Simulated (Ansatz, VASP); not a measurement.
HgTe: VASP beside Ansatz

Contents of INCAR:

```
SYSTEM = HgTe
PREC = Accurate ; ENCUT = 520
EDIFF = 1E-7 ; ISMEAR = 0
SIGMA = 0.1 ; LREAL = .False.
LASPH = .True. ; NELM = 100
ALGO = Normal ; ISIF = 2
LWAVE = .False. ; LCHARG = .True.
LDIPOL = .True. ; IDIPOL = 3
DIPOL = 0.5 0.5 0.500 ; GGA = PE
LELF = .True. ; LVHAR = .True.
LVACPOTAV = .True. ; NBANDS = 36
```

Contents of KPOINTS:

```
regular mesh
0
Gamma
  9 9 1
  0 0 0
```

File POSCAR:

```
HgTe
1.0
    4.7019745438      0.0000000000      0.0000000000
   -2.3509872719      4.0720294029      0.0000000000
    0.0000000000      0.0000000000     23.6380788119
Te Hg
3 3
Direct
    0.0000000000      0.0000000000      0.3172846685
    0.3333333333      0.6666666667      0.4796982965
    0.6666666667      0.3333333333      0.6421119245
    0.3333333333      0.6666666667      0.3578880755
    0.6666666667      0.3333333333      0.5203017035
    0.0000000000      0.0000000000      0.6827153315
```

Input for Ansatz:

```yaml
crystal:
  lattice:
    - [4.7019745438, 0.0, 0.0]
    - [-2.3509872719, 4.0720294029, 0.0]
    - [0.0, 0.0, 23.6380788119]
  atoms:
    - { symbol: Te, position: [0.0, 0.0, 0.3172846685] }
    - { symbol: Hg, position: [0.3333333333, 0.6666666667, 0.3578880755] }
    - { symbol: Te, position: [0.3333333333, 0.6666666667, 0.4796982965] }
    - { symbol: Hg, position: [0.6666666667, 0.3333333333, 0.5203017035] }
    - { symbol: Te, position: [0.6666666667, 0.3333333333, 0.6421119245] }
    - { symbol: Hg, position: [0.0, 0.0, 0.6827153315] }
basis:
  ecutwfc: 420
kpoints:
  mp_grid: { grid: [9, 9, 1] }
hamiltonian:
  xc: pbe
scf:
  occupations: { method: gaussian, width: 0.1 }
output:
  forces: true
  stress: true
  eigenvalues: true
efield:
  axis: 3
  dipole_correction: true
  ramp_width: 0.04
```

Alike in both runs: task single point; functional PBE; k mesh 9 × 9 × 1; occupations gaussian, width 0.1 eV; no spin polarisation.

```csv
,VASP,Ansatz
version,VASP 6.6.1,Ansatz 0.2.0
potentials or method,"VASP PAW PBE potentials, release 64 (Te, Hg), cutoff 520 eV","scalar-relativistic, plane waves, PAW"
valence electrons in the cell,54,108
```

```tsv
	VASP	Ansatz	Ansatz less VASP
gap on the k mesh at the Fermi level (eV)	none	none	-
rms of the force components (eV/Å)	0.291	0.293	+0.0014
work function, face that differs most (eV)	3.52	3.52	-0.004
```

A gap of «none» marks a metal or a gap that the smearing closes. With one functional, cell and mesh, what is left measures potentials, basis and numerics. VASP's potentials hold 54 valence electrons a cell and Ansatz's 108, so a difference there can come from the potentials and not from the codes.

Spin-orbit coupling is off throughout.
